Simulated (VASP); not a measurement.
# P (Cmce) in VASP: notebook

Runs on P. Level: PBE+D3(BJ). Tasks: single point.

Program: VASP 6.6.1. These are calculated values, not measurements. Logs are shortened: lines on timing, memory, paths and dates and some standing lists are left out, and cuts for length are marked.

## (1) The cell of the first run

It takes space group Cmce (No. 64, orthorhombic). The conventional cell has a = 3.323 Å, b = 10.192 Å, c = 4.167 Å, α = 90.00°, β = 90.00°, γ = 90.00°. P (site symmetry m) has 3 P at 2.23 to 2.25 Å within 2.9 Å.

## (2) Single point, PBE+D3(BJ)

INCAR reads:

```
SYSTEM = P
PREC = Accurate
ENCUT = 520
EDIFF = 1E-6
ISMEAR = 0
SIGMA = 0.1
LREAL = .False.
LASPH = .True.
NELM = 80
ALGO = Normal
ISIF = 2
LWAVE = .False.
LCHARG = .False.
GGA = PE
IVDW = 12
NBANDS = 30
```

KPOINTS reads:

```
regular mesh
0
Gamma
  10 4 8
  0 0 0
```

POSCAR reads:

```
P
1.0
    3.3225242738      0.0000000000      0.0000000000
    0.0000000000     10.1915207038      0.0000000000
    0.0000000000      0.0000000000      4.1668622126
P
8
Direct
    0.0000000000      0.8936196575      0.9280971986
    0.5000000000      0.8936196575      0.5719028014
    0.5000000000      0.6063803425      0.0719028014
    0.0000000000      0.6063803425      0.4280971986
    0.5000000000      0.3936196575      0.9280971986
    0.0000000000      0.3936196575      0.5719028014
    0.0000000000      0.1063803425      0.0719028014
    0.5000000000      0.1063803425      0.4280971986
```

Potentials or basis: VASP PAW PBE potentials, release 64 (P).

Run with:

```sh
$ cat potpaw_PBE.64/P/POTCAR > POTCAR
$ mpirun -np 1 vasp_std > vasp.out
```

OUTCAR:

```text
SYSTEM = P
   PREC = Accurate
   ENCUT = 520
   EDIFF = 1E-6
   ISMEAR = 0
   LREAL = .False.
   LASPH = .True.
   NELM = 80
   ISIF = 2
   GGA = PE
   IVDW = 12
 IVDW          = 12

 ion  position               nearest neighbor table
   1  0.000  0.894  0.928-   2 2.23   2 2.23   7 2.25
   2  0.500  0.894  0.572-   1 2.23   1 2.23   8 2.25
   3  0.500  0.606  0.072-   4 2.23   4 2.23   5 2.25
   4  0.000  0.606  0.428-   3 2.23   3 2.23   6 2.25
   5  0.500  0.394  0.928-   6 2.23   6 2.23   3 2.25
   6  0.000  0.394  0.572-   5 2.23   5 2.23   4 2.25
   7  0.000  0.106  0.072-   8 2.23   8 2.23   1 2.25
   8  0.500  0.106  0.428-   7 2.23   7 2.23   2 2.25

  LATTYP: Found a simple orthorhombic cell.
 ALAT       =     3.3225242738
 B/A-ratio  =     1.2541254387
 C/A-ratio  =     3.0674029334

  Lattice vectors:

 A1 = (  -3.3225242738,   0.0000000000,   0.0000000000)
 A2 = (   0.0000000000,   0.0000000000,   4.1668622126)
 A3 = (   0.0000000000,  10.1915207038,   0.0000000000)

Analysis of symmetry for initial positions (statically):
=====================================================================
 Subroutine PRICEL returns following result:

  LATTYP: Found a base centered orthorhombic cell.
 ALAT       =     3.3225242738
 B/A-ratio  =     3.0674029334
 C/A-ratio  =     1.2541254387

  Lattice vectors:

 A1 = (  -1.6612621369,   5.0957603519,   0.0000000000)
 A2 = (  -1.6612621369,  -5.0957603519,   0.0000000000)
 A3 = (   0.0000000000,   0.0000000000,   4.1668622126)

   2 primitive cells build up your supercell.

 Routine SETGRP: Setting up the symmetry group for a
 simple orthorhombic supercell.

 Subroutine GETGRP returns: Found  8 space group operations
 (whereof  4 operations were pure point group operations)
 out of a pool of  8 trial point group operations.

The static configuration has the point symmetry C_2h.
 The point group associated with its full space group is D_2h.

Analysis of symmetry for dynamics (positions and initial velocities):
=====================================================================
 Subroutine PRICEL returns following result:

  LATTYP: Found a base centered orthorhombic cell.
 ALAT       =     3.3225242738
 B/A-ratio  =     3.0674029334
 C/A-ratio  =     1.2541254387

  Lattice vectors:

 A1 = (  -1.6612621369,   5.0957603519,   0.0000000000)
 A2 = (  -1.6612621369,  -5.0957603519,   0.0000000000)
[... 121 lines left out ...]
   NFREE  =      0    steps in history (QN), initial steepest desc. (CG)
   ISIF   =      2    stress and relaxation
   ISYM   =      2    0-nonsym 1-usesym 2-fastsym
   POTIM  = 0.5000    time-step for ionic-motion
   TEBEG  =    0.0;   TEEND  =   0.0 temperature during run
   PSTRESS=    0.0 pullay stress
   NELECT =      40.0000    total number of electrons
   NUPDOWN=      -1.0000    fix difference up-down
   EMIN   =  10.00;   EMAX   =-10.00  energy-range for DOS
   EFERMI =   0.00;   METHOD = LEGACY
   ISMEAR =     0;   SIGMA  =   0.10  broadening in eV -4-tet -1-fermi 0-gaus
   EFERMI_NEDOS =   21; number of points for ismear=-14 and -15
   IALGO  =     38    algorithm
   IMIX   =      4    mixing-type and parameters
     AMIX     =   0.40;   BMIX     =  1.00
     AMIX_MAG =   1.60;   BMIX_MAG =  1.00
  volume/ion in A,a.u.               =      17.64       119.02
  Fermi-wavevector in a.u.,A,eV,Ry     =   1.075448  2.032302 15.736339  1.156588
  Thomas-Fermi vector in A             =   2.211305
   LORBIT       =      0    0 simple, 1 ext, 2 COOP (PROOUT), +10 PAW based schemes
   GGA     = PE    functional components
   LHFCALC =     F    Hartree Fock is set to
   AEXX    =    0.0000 exact exchange contribution
   IVDW    =    12    specifies the selected vdW correction
   LEPSILON=     F    determine dielectric tensor
   LRPA    =     F    only Hartree local field effects (RPA)
 non-spin polarized calculation
 Gauss-broadening in eV      SIGMA  =   0.10
  energy-cutoff  :      520.00
  volume of cell :      141.10
 maximum number of plane-waves:      3832
 NGX is ok and might be reduce to    28
   NGX = 13   NGY = 37   NGZ = 15

 number of electron      39.9999990 magnetization

 Free energy of the ion-electron system (eV)
  ---------------------------------------------------
  ext. energy  EPLUGINS =         0.00000000
  ---------------------------------------------------
  free energy    TOTEN  =       -42.75375446 eV

  energy without entropy =      -42.75098202  energy(sigma->0) =      -42.75236824

 E-fermi :   7.4684     XC(G=0): -10.2645

 val. band max:        7.4593136996   @ k =   0.1000   0.2500   0.0000
 cond. band min:       7.4877092033   @ k =   0.2000   0.0000   0.0000
 fundamental gap:      0.0283955037
 Fermi energy:         7.4683710897

 k-point     1 :       0.0000    0.0000    0.0000
  band No.  band energies     occupation
      1      -8.5964      2.00000
      2      -8.2406      2.00000
      3      -6.1413      2.00000
      4      -5.2451      2.00000
      5      -1.7428      2.00000
      6      -1.5633      2.00000
[... 781 lines left out ...]
     29      10.4376      0.00000
     30      10.4376      0.00000

 [... further k-points ...]

------------------------ aborting loop because EDIFF is reached ----------------------------------------

 Edisp (eV)   -3.18377

 E8    (eV) :    -1.2056

  FORCE on cell =-STRESS in cart. coord.  units (eV):
  Direction    XX          YY          ZZ          XY          YZ          ZX
  --------------------------------------------------------------------------------------
  -------------------------------------------------------------------------------------
  Total      -0.35874    -0.34315    -0.31117     0.00000     0.00000     0.00000
  in kB      -4.07352    -3.89655    -3.53340     0.00000     0.00000     0.00000
  external pressure =       -3.83 kB  Pullay stress =        0.00 kB

 VOLUME and BASIS-vectors are now :
 -----------------------------------------------------------------------------
  energy-cutoff  :      520.00
  volume of cell :      141.10
      direct lattice vectors                 reciprocal lattice vectors
     3.322524274  0.000000000  0.000000000     0.300975980  0.000000000  0.000000000
     0.000000000 10.191520704  0.000000000     0.000000000  0.098120784  0.000000000
     0.000000000  0.000000000  4.166862213     0.000000000  0.000000000  0.239988737

 POSITION                                       TOTAL-FORCE (eV/Angst)
 -----------------------------------------------------------------------------------
      0.00000      9.10734      3.86725         0.000000      0.037176     -0.044759
      1.66126      9.10734      2.38304        -0.000000      0.037176      0.044759
      1.66126      6.17994      0.29961         0.000000     -0.037176      0.044759
      0.00000      6.17994      1.78382         0.000000     -0.037176     -0.044759
      1.66126      4.01158      3.86725         0.000000      0.037176     -0.044759
      0.00000      4.01158      2.38304        -0.000000      0.037176      0.044759
      0.00000      1.08418      0.29961        -0.000000     -0.037176      0.044759
      1.66126      1.08418      1.78382         0.000000     -0.037176     -0.044759
 -----------------------------------------------------------------------------------
    total drift:                               -0.000000      0.000000     -0.000000

  FREE ENERGIE OF THE ION-ELECTRON SYSTEM (eV)
  ---------------------------------------------------
  free  energy   TOTEN  =       -45.9375283716 eV

  energy  without entropy=      -45.9347559251  energy(sigma->0) =      -45.93614215
```

OSZICAR:

```text
N       E                     dE             d eps       ncg     rms          rms(c)
DAV:   1     0.134723804674E+03    0.13472E+03   -0.16899E+04  5400   0.115E+03
DAV:   2    -0.325824678342E+02   -0.16731E+03   -0.16056E+03  6768   0.183E+02
DAV:   3    -0.428412748795E+02   -0.10259E+02   -0.10107E+02  6962   0.439E+01
DAV:   4    -0.430230362073E+02   -0.18176E+00   -0.18091E+00  7210   0.663E+00
DAV:   5    -0.430260364558E+02   -0.30002E-02   -0.29984E-02  6862   0.837E-01    0.146E+01
DAV:   6    -0.428333120522E+02    0.19272E+00   -0.11325E-01  6580   0.147E+00    0.866E+00
DAV:   7    -0.427540306252E+02    0.79281E-01   -0.20297E-01  6686   0.199E+00    0.365E-01
DAV:   8    -0.427536217916E+02    0.40883E-03   -0.25553E-02  6412   0.723E-01    0.239E-01
DAV:   9    -0.427537301514E+02   -0.10836E-03   -0.83221E-04  6966   0.141E-01    0.140E-01
DAV:  10    -0.427537331096E+02   -0.29582E-05   -0.37197E-04  6674   0.828E-02    0.857E-02
DAV:  11    -0.427537542198E+02   -0.21110E-04   -0.62914E-05  6484   0.427E-02    0.213E-02
DAV:  12    -0.427537544643E+02   -0.24446E-06   -0.13054E-06  5150   0.590E-03
   1 F= -.45937528E+02 E0= -.45936142E+02  d E =-.277245E-02
```

stdout:

```text
POSCAR found type information on POSCAR P
 POSCAR found :  1 types and       8 ions
 scaLAPACK will be used
 LDA part: xc-table for (Slater+PW92), standard interpolation
 POSCAR, INCAR and KPOINTS ok, starting setup
 FFT: planning ... GRIDC
 FFT: planning ... GRID_SOFT
 FFT: planning ... GRID
 WAVECAR not read
 entering main loop
```

Run time: 4.1 min. Hardware: 1 thread of Intel Xeon Platinum 8259CL at 2.50GHz (Skylake/Cascade Lake), shared host; peak memory 0.41 GiB.

Results:

| Item | Value |
| --- | --- |
| Free energy | -45.9375 eV |
| Pressure | -0.4 GPa |
| Largest force | 0.058 eV/Å |
| Band gap on the k mesh | zero (bands 20 and 21 overlap by 0.14 eV) |
| Dispersion energy per atom | -0.398 eV |

Forces on the atoms (eV/Å):
```
P    0.000  0.037 -0.045
P    0.000  0.037  0.045
P    0.000 -0.037  0.045
P    0.000 -0.037 -0.045
P    0.000  0.037 -0.045
P    0.000  0.037  0.045
P    0.000 -0.037  0.045
P    0.000 -0.037 -0.045
```

Levels at points of the mesh, in eV from the Fermi level:
```tsv
k point	band 16	band 17	band 18	band 19	band 20	band 21	band 22	band 23	band 24	band 25
(0.00, 0.00, 0.00)	-2.72	-2.23	-1.88	-1.44	-0.42	0.40	0.60	0.97	1.18	1.84
(0.50, 0.00, 0.00)	-3.30	-3.04	-3.04	-2.17	-2.17	0.44	0.44	0.96	0.96	0.98
(0.00, 0.50, 0.00)	-3.01	-2.46	-2.46	-0.50	-0.50	0.75	0.75	1.07	1.07	2.26
(0.50, 0.50, 0.00)	-3.27	-2.73	-2.73	-2.73	-2.73	0.74	0.74	0.74	0.74	1.03
(0.00, 0.00, 0.50)	-2.48	-1.31	-1.31	-0.94	-0.94	1.27	1.27	1.40	1.40	2.15
(0.50, 0.00, 0.50)	-5.27	-2.55	-2.55	-2.55	-2.55	2.33	2.33	2.33	2.33	4.52
(0.00, 0.50, 0.50)	-3.19	-1.05	-1.05	-1.05	-1.05	1.52	1.52	1.52	1.52	2.42
(0.50, 0.50, 0.50)	-5.81	-2.17	-2.17	-2.17	-2.17	1.55	1.55	1.55	1.55	4.68
```

## (3) Single point, PBE+D3(BJ) (biaxial strain in the a-b plane: +2.0 %, then relaxed in part)

INCAR reads:

```
PREC = Accurate
ENCUT = 520
EDIFF = 1E-6
ISMEAR = 0
SIGMA = 0.1
LREAL = False
LASPH = True
NELM = 80
ALGO = Normal
ISIF = 2
LWAVE = False
LCHARG = True
GGA = PE
IVDW = 12
LELF = True
LVHAR = True
NBANDS = 30
```

KPOINTS reads:

```
Automatic mesh
0
Gamma
  10 4 8
```

POSCAR reads:

```
P
1.0
    3.3889747593      0.0000000000      0.0000000000
    0.0000000000     10.3953511178      0.0000000000
    0.0000000000      0.0000000000      4.0813959858
P
8
Direct
    0.0000000000      0.8952637243      0.9303120951
    0.5000000000      0.8952637243      0.5696879049
    0.5000000000      0.6047362757      0.0696879049
    0.0000000000      0.6047362757      0.4303120951
    0.5000000000      0.3952637243      0.9303120951
    0.0000000000      0.3952637243      0.5696879049
    0.0000000000      0.1047362757      0.0696879049
    0.5000000000      0.1047362757      0.4303120951
```

Potentials or basis: VASP PAW PBE potentials, release 64 (P).

Run with:

```sh
$ cat potpaw_PBE.64/P/POTCAR > POTCAR
$ mpirun -np 1 vasp_std > vasp.out
```

It took 4.1 min on 1 thread of Intel Xeon Platinum 8259CL at 2.50GHz (Skylake/Cascade Lake), shared host; peak memory 0.41 GiB.

The run converged. Its results:

- Free energy: -45.8949 eV
- Pressure: -1.7 GPa
- Largest force: 0.058 eV/Å
- Band gap on the k mesh: zero (bands 20 and 21 overlap by 0.18 eV)
- Dispersion energy per atom: -0.391 eV

Forces in eV/Å, atoms in the order of the input:
```
P    0.000  0.043 -0.039
P    0.000  0.043  0.039
P    0.000 -0.043  0.039
P    0.000 -0.043 -0.039
P    0.000  0.043 -0.039
P    0.000  0.043  0.039
P    0.000 -0.043  0.039
P    0.000 -0.043 -0.039
```

Stress tensor (GPa, compression positive):
```
-2.96  0.00  0.00
 0.00 -1.96  0.00
 0.00  0.00 -0.25
```

Levels at points of the mesh, in eV from the Fermi level:
| k point | band 16 | band 17 | band 18 | band 19 | band 20 | band 21 | band 22 | band 23 | band 24 | band 25 |
| --- | --- | --- | --- | --- | --- | --- | --- | --- | --- | --- |
| (0.00, 0.00, 0.00) | -2.77 | -2.43 | -1.97 | -1.16 | -0.51 | 0.24 | 0.51 | 0.98 | 1.24 | 1.72 |
| (0.50, 0.00, 0.00) | -3.18 | -2.90 | -2.90 | -2.09 | -2.09 | 0.67 | 0.67 | 0.99 | 0.99 | 1.16 |
| (0.00, 0.50, 0.00) | -2.87 | -2.64 | -2.64 | -0.42 | -0.42 | 0.60 | 0.60 | 1.03 | 1.03 | 2.07 |
| (0.50, 0.50, 0.00) | -3.15 | -2.62 | -2.62 | -2.62 | -2.62 | 0.85 | 0.85 | 0.85 | 0.85 | 1.18 |
| (0.00, 0.00, 0.50) | -2.57 | -1.29 | -1.29 | -0.94 | -0.94 | 1.16 | 1.16 | 1.25 | 1.25 | 1.92 |
| (0.50, 0.00, 0.50) | -5.31 | -2.54 | -2.54 | -2.54 | -2.54 | 2.28 | 2.28 | 2.28 | 2.28 | 4.59 |
| (0.00, 0.50, 0.50) | -3.33 | -1.06 | -1.06 | -1.06 | -1.06 | 1.38 | 1.38 | 1.38 | 1.38 | 2.16 |
| (0.50, 0.50, 0.50) | -5.71 | -2.22 | -2.22 | -2.22 | -2.22 | 1.59 | 1.59 | 1.59 | 1.59 | 5.05 |

Caveat: the cell differs from its parent crystal (biaxial strain in the a-b plane: +2.0 %, then relaxed in part).

The gap in the log of VASP goes by the Fermi energy; the results here count the filled bands.